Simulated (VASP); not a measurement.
# Y (Fd-3m) in VASP: settings compared

Aim: see how the results for Y move with the level of theory and the settings. Levels: PBE, HSE06. Tasks: single point.

Program: VASP 6.6.1. These are calculated values, not measurements. Logs are shortened: lines on timing, memory, paths and dates and some standing lists are left out, and cuts for length are marked.

### Step 1. The cell of the first run

Symmetry: Fd-3m, No. 227, cubic system. Conventional cell: a = 7.091 Å, b = 7.091 Å, c = 7.091 Å, α = 90.00°, β = 90.00°, γ = 90.00°. Within 4.0 Å of Y (site symmetry -43m) lie 4 Y at 3.07 Å.

This isn't the form of Y at room conditions, which is hcp.

### Step 2. Single point, PBE

The input, INCAR:

```
SYSTEM = Y
ALGO     = Normal         ! electronic algorithm
EDIFF    = 1E-7           ! SCF threshold, eV
ENCUT    = 520            ! plane-wave cutoff, eV
GGA      = PE             ! functional
ISIF     = 2              ! what is computed and relaxed
ISMEAR   = -1             ! smearing method
LASPH    = .True.         ! aspherical terms in the spheres
LCHARG   = .False.        ! write CHGCAR
LREAL    = .False.        ! projectors in reciprocal space
LWAVE    = .False.        ! write WAVECAR
NBANDS   = 18             ! bands
NELM     = 80             ! most SCF steps
PREC     = Accurate       ! precision mode
SIGMA    = 0.1            ! smearing width, eV
```

The input, KPOINTS:

```
k-points
0
Gamma
  4 4 4
  0 0 0
```

The input, POSCAR:

```
Y
1.0
    0.0000000000      3.5454148505      3.5454148505
    3.5454148505      0.0000000000      3.5454148505
    3.5454148505      3.5454148505      0.0000000000
Y
2
Direct
    0.1250000000      0.1250000000      0.1250000000
    0.8750000000      0.8750000000      0.8750000000
```

Potentials or basis: VASP PAW PBE potentials, release 64 (Y_sv).

Run with:

```bash
cat potpaw_PBE.64/Y_sv/POTCAR > POTCAR
mpirun -np 1 vasp_std > vasp.out
```

OUTCAR:

```text
SYSTEM = Y
   EDIFF = 1E-7
   ENCUT = 520
   GGA = PE
   ISIF = 2
   ISMEAR = -1
   LASPH = .True.
   LREAL = .False.
   NELM = 80
   PREC = Accurate

 ion  position               nearest neighbor table
   1  0.125  0.125  0.125-   2 3.07   2 3.07   2 3.07   2 3.07
   2  0.875  0.875  0.875-   1 3.07   1 3.07   1 3.07   1 3.07

  LATTYP: Found a face centered cubic cell.
 ALAT       =     7.0908297010

  Lattice vectors:

 A1 = (   0.0000000000,   3.5454148505,   3.5454148505)
 A2 = (   3.5454148505,   0.0000000000,   3.5454148505)
 A3 = (   3.5454148505,   3.5454148505,   0.0000000000)

Analysis of symmetry for initial positions (statically):
=====================================================================
 Subroutine PRICEL returns:
 Original cell was already a primitive cell.

 Routine SETGRP: Setting up the symmetry group for a
 face centered cubic supercell.

 Subroutine GETGRP returns: Found 48 space group operations
 (whereof 12 operations were pure point group operations)
 out of a pool of 48 trial point group operations.

The static configuration has the point symmetry D_3d.
 The point group associated with its full space group is O_h .

Analysis of symmetry for dynamics (positions and initial velocities):
=====================================================================
 Subroutine PRICEL returns:
 Original cell was already a primitive cell.

 Routine SETGRP: Setting up the symmetry group for a
 face centered cubic supercell.

 Subroutine GETGRP returns: Found 48 space group operations
 (whereof 12 operations were pure point group operations)
 out of a pool of 48 trial point group operations.

The dynamic configuration has the point symmetry D_3d.
 The point group associated with its full space group is O_h .

 Subroutine INISYM returns: Found 48 space group operations
 (whereof 12 operations are pure point group operations),
 and found     1 'primitive' translations

----------------------------------------------------------------------------------------

                                     Primitive cell

  volume of cell :      89.1315

  direct lattice vectors                    reciprocal lattice vectors
     0.000000000  3.545414850  3.545414850    -0.141027220  0.141027220  0.141027220
     3.545414850  0.000000000  3.545414850     0.141027220 -0.141027220  0.141027220
     3.545414850  3.545414850  0.000000000     0.141027220  0.141027220 -0.141027220

  length of vectors
     5.013973766  5.013973766  5.013973766     0.244266310  0.244266310  0.244266310

[... 62 lines left out ...]
   NELM   =     80;   NELMIN=  2; NELMDL= -5     # of ELM steps
   EDIFF  = 0.1E-06   stopping-criterion for ELM
   LREAL  =      F    real-space projection
   EDIFFG = 0.1E-05   stopping-criterion for IOM
   NSW    =      0    number of steps for IOM
   IBRION =     -1    ionic relax: 0-MD 1-quasi-New 2-CG
   NFREE  =      0    steps in history (QN), initial steepest desc. (CG)
   ISIF   =      2    stress and relaxation
   ISYM   =      2    0-nonsym 1-usesym 2-fastsym
   POTIM  = 0.5000    time-step for ionic-motion
   TEBEG  =    0.0;   TEEND  =   0.0 temperature during run
   PSTRESS=    0.0 pullay stress
   NELECT =      22.0000    total number of electrons
   NUPDOWN=      -1.0000    fix difference up-down
   EMIN   =  10.00;   EMAX   =-10.00  energy-range for DOS
   EFERMI =   0.00;   METHOD = LEGACY
   ISMEAR =    -1;   SIGMA  =   0.10  broadening in eV -4-tet -1-fermi 0-gaus
   EFERMI_NEDOS =   21; number of points for ismear=-14 and -15
   IALGO  =     38    algorithm
   IMIX   =      4    mixing-type and parameters
     AMIX     =   0.40;   BMIX     =  1.00
     AMIX_MAG =   1.60;   BMIX_MAG =  1.00
  volume/ion in A,a.u.               =      44.57       300.74
  Fermi-wavevector in a.u.,A,eV,Ry     =   1.026925  1.940607 14.348359  1.054575
  Thomas-Fermi vector in A             =   2.160843
   LORBIT       =      0    0 simple, 1 ext, 2 COOP (PROOUT), +10 PAW based schemes
   GGA     = PE    functional components
   LHFCALC =     F    Hartree Fock is set to
   AEXX    =    0.0000 exact exchange contribution
   IVDW    =     0    specifies the selected vdW correction
   LEPSILON=     F    determine dielectric tensor
   LRPA    =     F    only Hartree local field effects (RPA)
 non-spin polarized calculation
  energy-cutoff  :      520.00
  volume of cell :       89.13
 maximum number of plane-waves:      2421
 NGX is ok and might be reduce to    40
   NGX = 19   NGY = 19   NGZ = 19

 number of electron      21.9999999 magnetization

 Free energy of the ion-electron system (eV)
  ---------------------------------------------------
  ext. energy  EPLUGINS =         0.00000000
  ---------------------------------------------------
  free energy    TOTEN  =        -8.98188612 eV

  energy without entropy =       -8.83051880  energy(sigma->0) =       -8.90620246

 E-fermi :   1.1938     XC(G=0):  -8.1109

 val. band max:        1.0931024066   @ k =   0.2500   0.0000   0.0000
 cond. band min:       1.2552041581   @ k =   0.5000   0.0000   0.0000
 fundamental gap:      0.1621017515
 Fermi energy:         1.1938351065

 k-point     1 :       0.0000    0.0000    0.0000
  band No.  band energies     occupation
      1     -42.0644      2.00000
      2     -41.8088      2.00000
      3     -22.2436      2.00000
      4     -22.2436      2.00000
      5     -22.2436      2.00000
      6     -21.6785      2.00000
[... 145 lines left out ...]
      5     -21.9659      2.00000
      6     -21.9659      2.00000
[... 10 lines left out ...]
     17       4.9046      0.00000
     18       4.9046      0.00000

------------------------ aborting loop because EDIFF is reached ----------------------------------------

  FORCE on cell =-STRESS in cart. coord.  units (eV):
  Direction    XX          YY          ZZ          XY          YZ          ZX
  --------------------------------------------------------------------------------------
  -------------------------------------------------------------------------------------
  Total        0.1869804      0.1869804      0.1869804      0.0000000      0.0000000     -0.0000000
  in kB        3.3610535      3.3610535      3.3610535      0.0000000      0.0000000     -0.0000000
  external PRESSURE =       3.3610535 kB  Pullay stress =       0.0000000 kB

 VOLUME and BASIS-vectors are now :
 -----------------------------------------------------------------------------
  energy-cutoff  :      520.00
  volume of cell :       89.13
      direct lattice vectors                 reciprocal lattice vectors
     0.000000000  3.545414850  3.545414850    -0.141027220  0.141027220  0.141027220
     3.545414850  0.000000000  3.545414850     0.141027220 -0.141027220  0.141027220
     3.545414850  3.545414850  0.000000000     0.141027220  0.141027220 -0.141027220

 POSITION                                       TOTAL-FORCE (eV/Angst)
 -----------------------------------------------------------------------------------
      0.88635      0.88635      0.88635        -0.000000      0.000000     -0.000000
      6.20448      6.20448      6.20448         0.000000     -0.000000      0.000000
 -----------------------------------------------------------------------------------
    total drift:                                0.000000      0.000000     -0.000000

  FREE ENERGIE OF THE ION-ELECTRON SYSTEM (eV)
  ---------------------------------------------------
  free  energy   TOTEN  =        -8.9818861184 eV

  energy  without entropy=       -8.8305188043  energy(sigma->0) =       -8.90620246
```

OSZICAR:

```text
N       E                     dE             d eps       ncg     rms          rms(c)
DAV:   1     0.972112978973E+02    0.97211E+02   -0.10838E+04   288   0.110E+03
DAV:   2    -0.636816296449E+00   -0.97848E+02   -0.96490E+02   364   0.262E+02
DAV:   3    -0.904944527414E+01   -0.84126E+01   -0.81619E+01   524   0.423E+01
DAV:   4    -0.931221982533E+01   -0.26277E+00   -0.25511E+00   366   0.813E+00
DAV:   5    -0.932212454919E+01   -0.99047E-02   -0.98055E-02   376   0.117E+00    0.170E+01
DAV:   6    -0.898380612049E+01    0.33832E+00   -0.74813E-01   306   0.374E+00    0.101E+01
DAV:   7    -0.898718636921E+01   -0.33802E-02   -0.79494E-01   438   0.356E+00    0.165E+00
DAV:   8    -0.898260360290E+01    0.45828E-02   -0.13256E-01   328   0.183E+00    0.512E-01
DAV:   9    -0.898219618950E+01    0.40741E-03   -0.97954E-03   324   0.514E-01    0.215E-01
DAV:  10    -0.898187925987E+01    0.31693E-03   -0.19547E-03   428   0.264E-01    0.396E-02
DAV:  11    -0.898188593090E+01   -0.66710E-05   -0.77079E-05   412   0.512E-02    0.202E-02
DAV:  12    -0.898188703447E+01   -0.11036E-05   -0.98434E-06   328   0.261E-02    0.287E-02
DAV:  13    -0.898188606517E+01    0.96930E-06   -0.34296E-06   370   0.120E-02    0.289E-03
DAV:  14    -0.898188611843E+01   -0.53262E-07   -0.90037E-08   204   0.158E-03
   1 F= -.89818861E+01 E0= -.89062025E+01  d E =-.151367E+00
```

stdout:

```text
POSCAR found type information on POSCAR Y
 POSCAR found :  1 types and       2 ions
 scaLAPACK will be used
 LDA part: xc-table for (Slater+PW92), standard interpolation
 POSCAR, INCAR and KPOINTS ok, starting setup
 FFT: planning ... GRIDC
 FFT: planning ... GRID_SOFT
 FFT: planning ... GRID
 WAVECAR not read
 entering main loop
```

Wall time 32 s (1 thread of Oxide Virtual Turin-like, shared host); peak memory 0.2 GiB.

What came out:

| Property | Result |
| --- | --- |
| Free energy | -8.9819 eV |
| Pressure | 0.3 GPa |
| Band gap on the k mesh | zero (bands 11 and 12 overlap by 0.78 eV) |

Levels at points of the mesh, in eV from the Fermi level:
| k point | band 8 | band 9 | band 10 | band 11 | band 12 | band 13 | band 14 | band 15 |
| --- | --- | --- | --- | --- | --- | --- | --- | --- |
| (0.00, 0.00, 0.00) | -22.87 | -3.55 | 0.07 | 0.07 | 0.52 | 0.52 | 0.52 | 2.04 |
| (0.50, 0.00, 0.00) | -22.81 | -1.67 | -0.53 | 0.06 | 0.06 | 0.57 | 0.57 | 0.59 |
| (0.50, 0.50, 0.00) | -22.74 | -0.84 | -0.84 | -0.14 | -0.14 | 0.67 | 0.67 | 2.06 |

Caveat: the k points lie up to 0.38 Å⁻¹ apart, too coarse for converged energies and pressures of a metal.

### Step 3. Single point, HSE06

POSCAR is that of step 2.

The input, INCAR.step1:

```
SYSTEM = Y
PREC = Accurate
ENCUT = 520
EDIFF = 1E-5
ISMEAR = -1
SIGMA = 0.1
LREAL = .FALSE.
LASPH = .TRUE.
NELM = 100
ALGO = Normal
ISIF = 2
LWAVE = .TRUE.
LCHARG = .FALSE.
GGA = PE
NBANDS = 18
```

The input, INCAR.step2:

```
SYSTEM = Y
PREC = Accurate
ENCUT = 520
EDIFF = 1E-6
ISMEAR = -1
SIGMA = 0.1
LREAL = .FALSE.
LASPH = .TRUE.
NELM = 100
ALGO = Normal
ISIF = 2
LWAVE = .FALSE.
LCHARG = .FALSE.
GGA = PE
LHFCALC = .TRUE.
HFSCREEN = 0.2079
PRECFOCK = Normal
ISTART = 1
NBANDS = 18
```

The input, KPOINTS:

```
regular mesh
0
G
  4 4 4
  0 0 0
```

Potentials or basis: VASP PAW PBE potentials, release 64 (Y_sv).

Run with:

```bash
cat potpaw_PBE.64/Y_sv/POTCAR > POTCAR
cp INCAR.step1 INCAR
mpirun -np 1 vasp_std > vasp.out
cp INCAR.step2 INCAR
mpirun -np 1 vasp_std > vasp.out
```

Wall time 48 min (1 thread of Oxide Virtual Turin-like, shared host); peak memory 0.33 GiB.

Results (log left out):

```yaml
Free_energy: -10.1724 eV
Pressure: 0.8 GPa
Band_gap_on_the_k_mesh: zero (bands 11 and 12 overlap by 0.94 eV)
```

Levels at points of the mesh, in eV from the Fermi level:
| k point | band 8 | band 9 | band 10 | band 11 | band 12 | band 13 | band 14 | band 15 |
| --- | --- | --- | --- | --- | --- | --- | --- | --- |
| (0.00, 0.00, 0.00) | -25.09 | -4.36 | 0.15 | 0.15 | 0.77 | 0.77 | 0.77 | 2.33 |
| (0.50, 0.00, 0.00) | -25.02 | -2.10 | -0.86 | 0.07 | 0.07 | 0.82 | 0.87 | 0.87 |
| (0.50, 0.50, 0.00) | -24.94 | -1.12 | -1.12 | -0.22 | -0.22 | 1.02 | 1.02 | 2.40 |

Caveat: the k points lie up to 0.38 Å⁻¹ apart, too coarse for converged energies and pressures of a metal; the PAW data sets were made with another functional, which shifts forces and pressure a little.

The gap in the log of VASP goes by the Fermi energy; the results here count the filled bands.